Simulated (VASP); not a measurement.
# Sr (Pm-3m) in VASP: further runs, part 2 of 2

VASP 6.6.1. Earlier steps stand in the parts before.

### 3 Single point, PBE

The input, INCAR:

```
SYSTEM = Sr
  PREC = Accurate
  ENCUT = 520
  EDIFF = 1E-7
  ISMEAR = -1
  SIGMA = 0.1
  LREAL = .False.
  LASPH = .True.
  NELM = 60
  ALGO = Normal
  ISIF = 2
  LWAVE = .False.
  LCHARG = .True.
  GGA = PE
  LELF = .True.
  LVHAR = .True.
  NBANDS = 11
```

The input, KPOINTS:

```
regular mesh
0
Gamma
  13 13 13
  0 0 0
```

The input, POSCAR:

```
Sr
1.0
    3.8729437478      0.0000000000      0.0000000000
    0.0000000000      3.8729437478      0.0000000000
    0.0000000000      0.0000000000      3.8729437478
Sr
1
Direct
    0.0000000000      0.0000000000      0.0000000000
```

Potentials or basis: VASP PAW PBE potentials, release 64 (Sr_sv).

Command:

```console
$ cat potpaw_PBE.64/Sr_sv/POTCAR > POTCAR
$ mpirun -np 1 vasp_std > vasp.out
```

OUTCAR:

```text
SYSTEM = Sr
   PREC = Accurate
   ENCUT = 520
   EDIFF = 1E-7
   ISMEAR = -1
   LREAL = .False.
   LASPH = .True.
   NELM = 60
   ISIF = 2
   GGA = PE

 ion  position               nearest neighbor table
   1  0.000  0.000  0.000-

  LATTYP: Found a simple cubic cell.
 ALAT       =     3.8729437478

  Lattice vectors:

 A1 = (   3.8729437478,   0.0000000000,   0.0000000000)
 A2 = (   0.0000000000,   3.8729437478,   0.0000000000)
 A3 = (   0.0000000000,   0.0000000000,   3.8729437478)

Analysis of symmetry for initial positions (statically):
=====================================================================
 Subroutine PRICEL returns:
 Original cell was already a primitive cell.

 Routine SETGRP: Setting up the symmetry group for a
 simple cubic supercell.

 Subroutine GETGRP returns: Found 48 space group operations
 (whereof 48 operations were pure point group operations)
 out of a pool of 48 trial point group operations.

The static configuration has the point symmetry O_h .

Analysis of symmetry for dynamics (positions and initial velocities):
=====================================================================
 Subroutine PRICEL returns:
 Original cell was already a primitive cell.

 Routine SETGRP: Setting up the symmetry group for a
 simple cubic supercell.

 Subroutine GETGRP returns: Found 48 space group operations
 (whereof 48 operations were pure point group operations)
 out of a pool of 48 trial point group operations.

The dynamic configuration has the point symmetry O_h .

 Subroutine INISYM returns: Found 48 space group operations
 (whereof 48 operations are pure point group operations),
 and found     1 'primitive' translations

----------------------------------------------------------------------------------------

                                     Primitive cell

  volume of cell :      58.0930

  direct lattice vectors                    reciprocal lattice vectors
     3.872943748  0.000000000  0.000000000     0.258201530  0.000000000  0.000000000
     0.000000000  3.872943748  0.000000000     0.000000000  0.258201530  0.000000000
     0.000000000  0.000000000  3.872943748     0.000000000  0.000000000  0.258201530

  length of vectors
     3.872943748  3.872943748  3.872943748     0.258201530  0.258201530  0.258201530

  position of ions in fractional coordinates (direct lattice)
     0.000000000  0.000000000  0.000000000

  ion indices of the primitive-cell ions
   primitive index   ion index
                 1           1

----------------------------------------------------------------------------------------

 KPOINTS: regular mesh

Automatic generation of k-mesh.
 Grid dimensions read from file:
 generate k-points for:   13   13   13

 Generating k-lattice:

  Cartesian coordinates                     Fractional coordinates (reciprocal lattice)
     0.019861656  0.000000000  0.000000000     0.076923077  0.000000000  0.000000000
     0.000000000  0.019861656  0.000000000     0.000000000  0.076923077  0.000000000
     0.000000000  0.000000000  0.019861656     0.000000000  0.000000000  0.076923077

  Length of vectors
     0.019861656  0.019861656  0.019861656

  Shift w.r.t. Gamma in fractional coordinates (k-lattice)
     0.000000000  0.000000000  0.000000000

 Subroutine IBZKPT returns following result:
 ===========================================

 Found     84 irreducible k-points:

 Following reciprocal coordinates:
            Coordinates               Weight
  0.000000  0.000000  0.000000      1.000000
  0.076923  0.000000  0.000000      6.000000
  0.153846  0.000000  0.000000      6.000000
  0.230769  0.000000  0.000000      6.000000
  0.307692  0.000000  0.000000      6.000000
  0.384615  0.000000  0.000000      6.000000
[... 16 lines left out ...]
  0.307692  0.307692  0.000000     12.000000
  0.384615  0.307692  0.000000     24.000000
 [... further k-points ...]
   k-points           NKPTS =     84   k-points in BZ     NKDIM =     84   number of bands    NBANDS=     11
   number of dos      NEDOS =    301   number of ions     NIONS =      1
   total plane-waves  NPLWV =  27000
   dimension x,y,z NGX =    30 NGY =   30 NGZ =   30
   dimension x,y,z NGXF=    60 NGYF=   60 NGZF=   60
   ions per type =               1
   NGX,Y,Z   is equivalent  to a cutoff of  12.88, 12.88, 12.88 a.u.
   NGXF,Y,Z  is equivalent  to a cutoff of  25.75, 25.75, 25.75 a.u.
 SYSTEM =  Sr
   PREC   = accura    normal or accurate (medium, high low for compatibility)
   ISTART =      0    job   : 0-new  1-cont  2-samecut
   ICHARG =      2    charge: 1-file 2-atom 10-const
   ISPIN  =      1    spin polarized calculation?
   LNONCOLLINEAR =      F non collinear calculations
   LSORBIT =      F    spin-orbit coupling
   LASPH  =      T    aspherical Exc in radial PAW
   ENCUT  =  520.0 eV  38.22 Ry    6.18 a.u.   7.20  7.20  7.20*2*pi/ulx,y,z
   NELM   =     60;   NELMIN=  2; NELMDL= -5     # of ELM steps
   EDIFF  = 0.1E-06   stopping-criterion for ELM
   LREAL  =      F    real-space projection
   EDIFFG = 0.1E-05   stopping-criterion for IOM
   NSW    =      0    number of steps for IOM
   IBRION =     -1    ionic relax: 0-MD 1-quasi-New 2-CG
   NFREE  =      0    steps in history (QN), initial steepest desc. (CG)
   ISIF   =      2    stress and relaxation
   ISYM   =      2    0-nonsym 1-usesym 2-fastsym
   POTIM  = 0.5000    time-step for ionic-motion
   TEBEG  =    0.0;   TEEND  =   0.0 temperature during run
   PSTRESS=    0.0 pullay stress
   NELECT =      10.0000    total number of electrons
   NUPDOWN=      -1.0000    fix difference up-down
   EMIN   =  10.00;   EMAX   =-10.00  energy-range for DOS
   EFERMI =   0.00;   METHOD = LEGACY
   ISMEAR =    -1;   SIGMA  =   0.10  broadening in eV -4-tet -1-fermi 0-gaus
   EFERMI_NEDOS =   21; number of points for ismear=-14 and -15
   IALGO  =     38    algorithm
   IMIX   =      4    mixing-type and parameters
     AMIX     =   0.40;   BMIX     =  1.00
     AMIX_MAG =   1.60;   BMIX_MAG =  1.00
  volume/ion in A,a.u.               =      58.09       392.03
  Fermi-wavevector in a.u.,A,eV,Ry     =   0.910682  1.720940 11.283890  0.829343
  Thomas-Fermi vector in A             =   2.034873
   LORBIT       =      0    0 simple, 1 ext, 2 COOP (PROOUT), +10 PAW based schemes
   GGA     = PE    functional components
   LHFCALC =     F    Hartree Fock is set to
   AEXX    =    0.0000 exact exchange contribution
   IVDW    =     0    specifies the selected vdW correction
   LEPSILON=     F    determine dielectric tensor
   LRPA    =     F    only Hartree local field effects (RPA)
 non-spin polarized calculation
  energy-cutoff  :      520.00
  volume of cell :       58.09
 maximum number of plane-waves:      1582
 NGX is ok and might be reduce to    30
   NGX = 15   NGY = 15   NGZ = 15

 number of electron      10.0000000 magnetization

 Free energy of the ion-electron system (eV)
  ---------------------------------------------------
  ext. energy  EPLUGINS =         0.00000000
  ---------------------------------------------------
  free energy    TOTEN  =        -1.27107321 eV

  energy without entropy =       -1.22811187  energy(sigma->0) =       -1.24959254

 E-fermi :   1.2564     XC(G=0):  -7.1701

 val. band max:        1.2353236302   @ k =   0.3846   0.3846   0.3077
 cond. band min:       1.2617926755   @ k =   0.4615   0.3077   0.3077
 fundamental gap:      0.0264690453
 Fermi energy:         1.2564163241

 k-point     1 :       0.0000    0.0000    0.0000
  band No.  band energies     occupation
      1     -35.6004      2.00000
      2     -17.4580      2.00000
      3     -17.4580      2.00000
      4     -17.4580      2.00000
      5      -2.1207      2.00000
      6       1.9849      0.00137
      7       1.9849      0.00137
      8       6.1133      0.00000
      9       6.1133      0.00000
     10       6.1133      0.00000
     11       8.5261      0.00000

 k-point     2 :       0.0769    0.0000    0.0000
  band No.  band energies     occupation
      1     -35.5995      2.00000
      2     -17.4735      2.00000
      3     -17.4567      2.00000
      4     -17.4567      2.00000
      5      -2.0444      2.00000
      6       2.0122      0.00104
      7       2.0206      0.00096
      8       5.9266      0.00000
      9       5.9266      0.00000
     10       6.1235      0.00000
     11       8.1172      0.00000
[... 295 lines left out ...]
 k-point    24 :       0.3846    0.3077    0.0000
  band No.  band energies     occupation
      1     -35.5749      2.00000
      2     -17.6665      2.00000
      3     -17.6110      2.00000
      4     -17.4235      2.00000
      5       0.3947      1.99964
      6       1.6755      0.02983
      7       3.0891      0.00000
      8       3.6419      0.00000
      9       4.7210      0.00000
     10       5.0946      0.00000
     11       7.3165      0.00000

 [... further k-points ...]
[... 5 lines left out ...]
  --------------------------------------------------------------------------------------
  -------------------------------------------------------------------------------------
  Total       -0.0184192     -0.0184192     -0.0184192      0.0000000      0.0000000     -0.0000000
  in kB       -0.5079923     -0.5079923     -0.5079923      0.0000000      0.0000000     -0.0000000
  external PRESSURE =      -0.5079923 kB  Pullay stress =       0.0000000 kB

 VOLUME and BASIS-vectors are now :
 -----------------------------------------------------------------------------
  energy-cutoff  :      520.00
  volume of cell :       58.09
      direct lattice vectors                 reciprocal lattice vectors
     3.872943748  0.000000000  0.000000000     0.258201530  0.000000000  0.000000000
     0.000000000  3.872943748  0.000000000     0.000000000  0.258201530  0.000000000
     0.000000000  0.000000000  3.872943748     0.000000000  0.000000000  0.258201530

 POSITION                                       TOTAL-FORCE (eV/Angst)
 -----------------------------------------------------------------------------------
      0.00000      0.00000      0.00000         0.000000      0.000000      0.000000
 -----------------------------------------------------------------------------------
    total drift:                               -0.000000     -0.000000     -0.000000

  FREE ENERGIE OF THE ION-ELECTRON SYSTEM (eV)
  ---------------------------------------------------
  free  energy   TOTEN  =        -1.2710732149 eV

  energy  without entropy=       -1.2281118651  energy(sigma->0) =       -1.24959254
```

stdout:

```text
POSCAR found type information on POSCAR Sr
 POSCAR found :  1 types and       1 ions
 scaLAPACK will be used
 LDA part: xc-table for (Slater+PW92), standard interpolation
 POSCAR, INCAR and KPOINTS ok, starting setup
 FFT: planning ... GRIDC
 FFT: planning ... GRID_SOFT
 FFT: planning ... GRID
 WAVECAR not read
 entering main loop
```

Run time: 45 s. Hardware: 1 thread of AMD EPYC 7R13 (Zen 3), shared host; peak memory 0.17 GiB.

What came out:

```yaml
Free_energy: -1.2711 eV
Pressure: -0.1 GPa
Band_gap_on_the_k_mesh: zero (band 5 reaches 1.77 eV, above the bottom of band 6 at 1.15 eV)
```

### 4 Relaxation of cell and atoms, PBE

This run uses another cell than the first one, of 60.82 Å³/atom, 1.047 times its volume.

The input, INCAR:

```
PREC = Accurate
ENCUT = 600
EDIFF = 1E-6
ISMEAR = -1
SIGMA = 0.1
LREAL = False
LASPH = True
NELM = 80
ALGO = Normal
ISIF = 3
LWAVE = False
LCHARG = False
GGA = PE
IBRION = 2
NSW = 80
EDIFFG = -0.01
```

The input, KPOINTS:

```
Automatic mesh
0
Gamma
  8 8 8
```

The input, POSCAR:

```
Sr
1.0
    3.9327266275      0.0000000000      0.0000000000
    0.0000000000      3.9327266275      0.0000000000
    0.0000000000      0.0000000000      3.9327266275
Sr
1
Direct
    0.0000000000      0.0000000000      0.0000000000
```

Command:

```console
$ cat potpaw_PBE.64/Sr_sv/POTCAR > POTCAR
$ mpirun -np 1 vasp_std > vasp.out
```

It took 45 s on 1 thread of AMD EPYC 7R13 (Zen 3), shared host; peak memory 0.17 GiB.

It converged, with:

```
Free energy                            : -1.2751 eV
Relaxed volume                         : 57.92 Å³/atom
Relaxed cell                           : a = 3.869 Å, b = 3.869 Å, c = 3.869 Å, α = 90.00°, β = 90.00°, γ = 90.00°
Space group after relaxing (to 0.05 Å) : Pm-3m (No. 221)
Energy gained by relaxing              : 2.5 meV/atom
Ionic steps                            : 3
Pressure after relaxing                : 0.0 GPa
Band gap on the k mesh                 : zero (band 5 reaches 1.83 eV, above the bottom of band 6 at 0.98 eV)
```

Step by step:
```csv
step,energy change (eV),largest force (eV/Å),pressure (GPa),volume (Å³)
1,0.0000,0.0000,-0.30,60.82
2,-0.0016,0.0000,-0.20,59.83
3,-0.0025,0.0000,0.02,57.92
```

Final structure:
```
CELL_PARAMETERS angstrom
3.86920 0.00000 0.00000
0.00000 3.86920 0.00000
0.00000 0.00000 3.86920
ATOMIC_POSITIONS crystal
Sr 0.00000 0.00000 0.00000
```

Levels at points of the mesh, in eV from the Fermi level:
| k point | band 3 | band 4 | band 5 | band 6 | band 7 | band 8 |
| --- | --- | --- | --- | --- | --- | --- |
| (0.00, 0.00, 0.00) | -18.68 | -18.68 | -3.35 | 0.76 | 0.76 | 4.90 |
| (0.50, 0.00, 0.00) | -18.65 | -18.65 | -1.19 | -0.15 | 1.32 | 3.10 |
| (0.50, 0.50, 0.00) | -18.91 | -18.63 | -0.41 | 0.74 | 2.28 | 2.28 |
| (0.50, 0.50, 0.50) | -18.88 | -18.88 | 0.60 | 0.60 | 0.60 | 4.53 |

### 5 Overview

```csv
task,cell,k mesh,cutoff (eV),gap on the mesh (eV),pressure (GPa)
single point,"a = 3.873 Å, 1 atom",8 × 8 × 8,520,none,0.0
single point,"a = 3.873 Å, 1 atom",13 × 13 × 13,520,none,-0.1
relaxation of cell and atoms,"relaxed from a = 3.933 Å, 1 atom",8 × 8 × 8,600,none,0.0
```

Alike in all rows: level PBE; potentials or basis VASP PAW PBE potentials, release 64 (Sr_sv); no spin polarisation; smearing fermi-dirac 0.1 eV.

Total energies depend on the potentials used, so only differences within one code and one set of settings carry meaning.
